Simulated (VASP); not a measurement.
# AlN (F-43m) in VASP: further runs

Runs on AlN. Level: PBEsol. Tasks: relaxation of cell and atoms.

Everything below comes from runs of VASP 6.6.1. Logs are shortened: lines on timing, memory, paths and dates and some standing lists are left out, and cuts for length are marked.

### Step 1. The cell of the first run

Symmetry: F-43m, No. 216, cubic system. Conventional cell: a = 4.368 Å, b = 4.368 Å, c = 4.368 Å, α = 90.00°, β = 90.00°, γ = 90.00°. Al (site symmetry -43m) has 4 N at 1.89 Å within 2.5 Å. N (site symmetry -43m) has 4 Al at 1.89 Å within 2.5 Å.

### Step 2. Relaxation of cell and atoms, PBEsol, target pressure 10 GPa, at which the enthalpy is minimised

INCAR

```
ALGO = Normal
EDIFF = 1E-6
EDIFFG = -0.02
ENCUT = 600
GGA = PS
IBRION = 2
ISIF = 3
ISMEAR = -1
LASPH = True
LCHARG = False
LREAL = False
LWAVE = False
NELM = 60
NSW = 80
PREC = Accurate
PSTRESS = 100.0
SIGMA = 0.05
```

KPOINTS

```
k-points
0
Gamma
  10 10 10
```

POSCAR

```
AlN
1.0
    0.0000000000      2.1839935596      2.1839935596
    2.1839935596      0.0000000000      2.1839935596
    2.1839935596      2.1839935596      0.0000000000
Al N
1 1
Direct
    0.0000000000      0.0000000000      0.0000000000
    0.2500000000      0.2500000000      0.2500000000
```

Potentials or basis: VASP PAW PBE potentials, release 64 (Al, N).

On the command line:

```sh
$ cat potpaw_PBE.64/Al/POTCAR potpaw_PBE.64/N/POTCAR > POTCAR
$ mpirun -np 1 vasp_std > vasp.out
```

OUTCAR:

```text
EDIFF = 1E-6
   EDIFFG = -0.02
   ENCUT = 600
   GGA = PS
   IBRION = 2
   ISIF = 3
   ISMEAR = -1
   LASPH = True
   LREAL = False
   NELM = 60
   NSW = 80
   PREC = Accurate
   PSTRESS = 100.0

 ion  position               nearest neighbor table
   1  0.000  0.000  0.000-   2 1.89   2 1.89   2 1.89   2 1.89
   2  0.250  0.250  0.250-   1 1.89   1 1.89   1 1.89   1 1.89

  LATTYP: Found a face centered cubic cell.
 ALAT       =     4.3679871192

  Lattice vectors:

 A1 = (   0.0000000000,   2.1839935596,   2.1839935596)
 A2 = (   2.1839935596,   0.0000000000,   2.1839935596)
 A3 = (   2.1839935596,   2.1839935596,   0.0000000000)

Analysis of symmetry for initial positions (statically):
=====================================================================
 Subroutine PRICEL returns:
 Original cell was already a primitive cell.

 Routine SETGRP: Setting up the symmetry group for a
 face centered cubic supercell.

 Subroutine GETGRP returns: Found 24 space group operations
 (whereof 24 operations were pure point group operations)
 out of a pool of 48 trial point group operations.

The static configuration has the point symmetry T_d .

Analysis of symmetry for dynamics (positions and initial velocities):
=====================================================================
 Subroutine PRICEL returns:
 Original cell was already a primitive cell.

 Routine SETGRP: Setting up the symmetry group for a
 face centered cubic supercell.

 Subroutine GETGRP returns: Found 24 space group operations
 (whereof 24 operations were pure point group operations)
 out of a pool of 48 trial point group operations.

The dynamic configuration has the point symmetry T_d .

 Subroutine INISYM returns: Found 24 space group operations
 (whereof 24 operations are pure point group operations),
 and found     1 'primitive' translations

----------------------------------------------------------------------------------------

                                     Primitive cell

  volume of cell :      20.8345

  direct lattice vectors                    reciprocal lattice vectors
     0.000000000  2.183993560  2.183993560    -0.228938404  0.228938404  0.228938404
     2.183993560  0.000000000  2.183993560     0.228938404 -0.228938404  0.228938404
     2.183993560  2.183993560  0.000000000     0.228938404  0.228938404 -0.228938404

  length of vectors
     3.088633312  3.088633312  3.088633312     0.396532948  0.396532948  0.396532948

  position of ions in fractional coordinates (direct lattice)
     0.000000000  0.000000000  0.000000000
     0.250000000  0.250000000  0.250000000

  ion indices of the primitive-cell ions
   primitive index   ion index
                 1           1
                 2           2

----------------------------------------------------------------------------------------

 KPOINTS: k-points

Automatic generation of k-mesh.
 Grid dimensions read from file:
 generate k-points for:   10   10   10

 Generating k-lattice:

  Cartesian coordinates                     Fractional coordinates (reciprocal lattice)
    -0.022893840  0.022893840  0.022893840     0.100000000  0.000000000  0.000000000
     0.022893840 -0.022893840  0.022893840     0.000000000  0.100000000  0.000000000
     0.022893840  0.022893840 -0.022893840     0.000000000  0.000000000  0.100000000

  Length of vectors
     0.039653295  0.039653295  0.039653295

  Shift w.r.t. Gamma in fractional coordinates (k-lattice)
     0.000000000  0.000000000  0.000000000

 Subroutine IBZKPT returns following result:
 ===========================================

 Found     47 irreducible k-points:

 Following reciprocal coordinates:
            Coordinates               Weight
  0.000000  0.000000  0.000000      1.000000
  0.100000  0.000000  0.000000      8.000000
  0.200000  0.000000  0.000000      8.000000
  0.300000  0.000000  0.000000      8.000000
  0.400000  0.000000  0.000000      8.000000
  0.500000  0.000000  0.000000      4.000000
[... 16 lines left out ...]
  0.300000  0.300000  0.000000      6.000000
  0.400000  0.300000  0.000000     24.000000
 [... further k-points ...]
   k-points           NKPTS =     47   k-points in BZ     NKDIM =     47   number of bands    NBANDS=      8
   number of dos      NEDOS =    301   number of ions     NIONS =      2
   total plane-waves  NPLWV =  21952
   dimension x,y,z NGX =    28 NGY =   28 NGZ =   28
   dimension x,y,z NGXF=    56 NGYF=   56 NGZF=   56
   ions per type =               1   1
   NGX,Y,Z   is equivalent  to a cutoff of  15.07, 15.07, 15.07 a.u.
   NGXF,Y,Z  is equivalent  to a cutoff of  30.14, 30.14, 30.14 a.u.
 SYSTEM =  unknown system
   PREC   = accura    normal or accurate (medium, high low for compatibility)
   ISTART =      0    job   : 0-new  1-cont  2-samecut
   ICHARG =      2    charge: 1-file 2-atom 10-const
   ISPIN  =      1    spin polarized calculation?
   LNONCOLLINEAR =      F non collinear calculations
   LSORBIT =      F    spin-orbit coupling
   LASPH  =      T    aspherical Exc in radial PAW
   ENCUT  =  600.0 eV  44.10 Ry    6.64 a.u.   6.17  6.17  6.17*2*pi/ulx,y,z
   NELM   =     60;   NELMIN=  2; NELMDL= -5     # of ELM steps
   EDIFF  = 0.1E-05   stopping-criterion for ELM
   LREAL  =      F    real-space projection
   EDIFFG = -.2E-01   stopping-criterion for IOM
   NSW    =     80    number of steps for IOM
   IBRION =      2    ionic relax: 0-MD 1-quasi-New 2-CG
   NFREE  =      1    steps in history (QN), initial steepest desc. (CG)
   ISIF   =      3    stress and relaxation
   ISYM   =      2    0-nonsym 1-usesym 2-fastsym
   POTIM  = 0.5000    time-step for ionic-motion
   TEBEG  =    0.0;   TEEND  =   0.0 temperature during run
   PSTRESS=  100.0 pullay stress
   NELECT =       8.0000    total number of electrons
   NUPDOWN=      -1.0000    fix difference up-down
   EMIN   =  10.00;   EMAX   =-10.00  energy-range for DOS
   EFERMI =   0.00;   METHOD = LEGACY
   ISMEAR =    -1;   SIGMA  =   0.05  broadening in eV -4-tet -1-fermi 0-gaus
   EFERMI_NEDOS =   21; number of points for ismear=-14 and -15
   IALGO  =     38    algorithm
   IMIX   =      4    mixing-type and parameters
     AMIX     =   0.40;   BMIX     =  1.00
     AMIX_MAG =   1.60;   BMIX_MAG =  1.00
  volume/ion in A,a.u.               =      10.42        70.30
  Fermi-wavevector in a.u.,A,eV,Ry     =   1.189899  2.248583 19.263943  1.415860
  Thomas-Fermi vector in A             =   2.325996
   LORBIT       =      0    0 simple, 1 ext, 2 COOP (PROOUT), +10 PAW based schemes
   GGA     = PS    functional components
   LHFCALC =     F    Hartree Fock is set to
   AEXX    =    0.0000 exact exchange contribution
   IVDW    =     0    specifies the selected vdW correction
   LEPSILON=     F    determine dielectric tensor
   LRPA    =     F    only Hartree local field effects (RPA)
 conjugate gradient relaxation of ions
 non-spin polarized calculation
  energy-cutoff  :      600.00
  volume of cell :       20.83
 maximum number of plane-waves:       725
 NGX is ok and might be reduce to    28
   NGX = 13   NGY = 13   NGZ = 13

--------------------------------------- Ionic step        1  -------------------------------------------

 number of electron       7.9999999 magnetization

 Free energy of the ion-electron system (eV)
  ---------------------------------------------------
  ext. energy  EPLUGINS =         0.00000000
  ---------------------------------------------------
  free energy    TOTEN  =       -15.61236634 eV

  energy without entropy =      -15.61236634  energy(sigma->0) =      -15.61236634

------------------------ aborting loop because EDIFF is reached ----------------------------------------

  FORCE on cell =-STRESS in cart. coord.  units (eV):
  Direction    XX          YY          ZZ          XY          YZ          ZX
  --------------------------------------------------------------------------------------
  -------------------------------------------------------------------------------------
  Total        0.1568626      0.1568626      0.1568626      0.0000000      0.0000000     -0.0000000
  in kB       12.0627402     12.0627402     12.0627402      0.0000000      0.0000000     -0.0000000
  external PRESSURE =     -87.9372598 kB  Pullay stress =     100.0000000 kB
[... 61 lines left out ...]
  enthalpy is  TOTEN    =       -14.3042673389 eV   P V=        1.1957229977

--------------------------------------- Ionic step        3  -------------------------------------------

 number of electron       8.0000000 magnetization

 Free energy of the ion-electron system (eV)
  ---------------------------------------------------
  ext. energy  EPLUGINS =         0.00000000
  ---------------------------------------------------
  free energy    TOTEN  =       -15.58528485 eV

  energy without entropy =      -15.58528485  energy(sigma->0) =      -15.58528485

 E-fermi :   7.2889     XC(G=0): -11.3017

 val. band max:        6.2533721230   @ k =   0.0000   0.0000   0.0000
 cond. band min:       9.4575178060   @ k =   0.5000   0.5000   0.0000
 fundamental gap:      3.2041456830
 Fermi energy:         7.2888751297

 k-point     1 :       0.0000    0.0000    0.0000
  band No.  band energies     occupation
      1      -8.9372      2.00000
      2       6.2534      2.00000
      3       6.2534      2.00000
      4       6.2534      2.00000
      5      10.7358      0.00000
      6      19.1106      0.00000
      7      19.1106      0.00000
      8      19.1106      0.00000
[... 243 lines left out ...]
 k-point    24 :       0.4000    0.3000    0.0000
  band No.  band energies     occupation
      1      -6.7904      2.00000
      2       1.9909      2.00000
      3       4.4920      2.00000
      4       4.8056      2.00000
      5      11.1371      0.00000
      6      15.9147      0.00000
      7      18.9129      0.00000
      8      21.1720      0.00000

 [... further k-points ...]

------------------------ aborting loop because EDIFF is reached ----------------------------------------

  FORCE on cell =-STRESS in cart. coord.  units (eV):
  Direction    XX          YY          ZZ          XY          YZ          ZX
  --------------------------------------------------------------------------------------
  -------------------------------------------------------------------------------------
  Total        1.2389568      1.2389568      1.2389568      0.0000000      0.0000000      0.0000000
  in kB       99.0771649     99.0771649     99.0771649      0.0000000      0.0000000      0.0000000
  external PRESSURE =      -0.9228351 kB  Pullay stress =     100.0000000 kB
[... 17 lines left out ...]
  FREE ENERGIE OF THE ION-ELECTRON SYSTEM (eV)
  ---------------------------------------------------
  free  energy   TOTEN  =       -15.5852848548 eV

  energy  without entropy=      -15.5852848547  energy(sigma->0) =      -15.58528485

  enthalpy is  TOTEN    =       -14.3347880390 eV   P V=        1.2504968158

 reached required accuracy - stopping structural energy minimisation
```

It took 16 s on 1 thread of Intel Xeon Platinum 8559C (Emerald Rapids), shared host; peak memory 0.15 GiB.

What came out:

| Item | Value |
| --- | --- |
| Free energy | -15.5853 eV |
| Relaxed volume | 10.02 Å³/atom |
| Relaxed cell | a = 3.049 Å, b = 3.049 Å, c = 3.049 Å, α = 60.00°, β = 60.00°, γ = 60.00° |
| Space group after relaxing (to 0.05 Å) | F-43m (No. 216) |
| Energy change on relaxing (the enthalpy is what falls) | +13.5 meV/atom |
| Ionic steps | 3 |
| Pressure after relaxing | 9.9 GPa |
| Band gap on the k mesh | 3.20 eV, indirect (least direct gap 4.48 eV) |

The path:
```
step  energy change (eV)  largest force (eV/Å)  pressure (GPa)  volume (Å³)
   1              0.0000                0.0000            1.21        20.83
   2              0.1124                0.0000           21.67        19.16
   3              0.0271                0.0000            9.91        20.04
```

Final structure:
```
Al N
1.0
     0.00000    2.15570    2.15570
     2.15570    0.00000    2.15570
     2.15570    2.15570    0.00000
Al N
1 1
Direct
  0.00000 0.00000 0.00000
  0.25000 0.25000 0.25000
```

Caveat: the cell is relaxed towards a set pressure, so the enthalpy falls and the energy may rise; the PAW data sets were made with another functional, which shifts forces and pressure a little. As with any semilocal functional, this PBEsol gap is likely too small.

### Step 3. Relaxation of cell and atoms, PBEsol, target pressure 20 GPa, at which the enthalpy is minimised

INCAR

```
PREC = Accurate
ENCUT = 600
EDIFF = 1E-6
ISMEAR = -1
SIGMA = 0.05
LREAL = F
LASPH = T
NELM = 80
ALGO = Normal
ISIF = 3
LWAVE = F
LCHARG = F
GGA = PS
IBRION = 2
NSW = 80
EDIFFG = -0.02
PSTRESS = 200.0
```

KPOINTS

```
Automatic mesh
0
Gamma
  10 10 10
```

POSCAR is that of step 2.

Potentials or basis: VASP PAW PBE potentials, release 64 (Al, N).

On the command line:

```sh
$ cat potpaw_PBE.64/Al/POTCAR potpaw_PBE.64/N/POTCAR > POTCAR
$ mpirun -np 1 vasp_std > vasp.out
```

Wall time 24 s (1 thread of Intel Xeon Platinum 8559C (Emerald Rapids), shared host); peak memory 0.16 GiB.

Results (log left out):

| Property | Result |
| --- | --- |
| Free energy | -15.5150 eV |
| Relaxed volume | 9.64 Å³/atom |
| Relaxed cell | a = 3.009 Å, b = 3.009 Å, c = 3.009 Å, α = 60.00°, β = 60.00°, γ = 60.00° |
| Space group after relaxing (to 0.05 Å) | F-43m (No. 216) |
| Energy change on relaxing (the enthalpy is what falls) | +48.7 meV/atom |
| Ionic steps | 4 |
| Pressure after relaxing | 19.9 GPa |
| Band gap on the k mesh | 3.22 eV, indirect (least direct gap 4.84 eV) |

Step by step:
| step | energy change (eV) | largest force (eV/Å) | pressure (GPa) | volume (Å³) |
| --- | --- | --- | --- | --- |
| 1 | 0.0000 | 0.0000 | 1.21 | 20.83 |
| 2 | 0.5274 | 0.0000 | 54.91 | 17.36 |
| 3 | 0.0932 | 0.0000 | 19.46 | 19.31 |
| 4 | 0.0974 | 0.0000 | 19.94 | 19.27 |

Final structure:
```xyz
2
Lattice="0.0000 2.1280 2.1280 2.1280 0.0000 2.1280 2.1280 2.1280 0.0000" Properties=species:S:1:pos:R:3 pbc="T T T"
Al    2.1280    0.0000    2.1280
N     1.0640    1.0640    1.0640
```

Levels at points of the mesh, in eV from the valence-band top:
```
           k point  band 1  band 2  band 3  band 4  band 5  band 6  band 7  band 8
(0.00, 0.00, 0.00)  -15.43    0.00    0.00    0.00    4.84   13.25   13.25   13.25
(0.50, 0.00, 0.00)  -13.10   -6.25   -0.49   -0.49    8.00   10.30   11.53   11.53
(0.50, 0.50, 0.00)  -12.38   -5.20   -1.87   -1.87    3.22    8.95   14.98   16.61
```

Caveat: the cell is relaxed towards a set pressure, so the enthalpy falls and the energy may rise; the PAW data sets were made with another functional, which shifts forces and pressure a little.
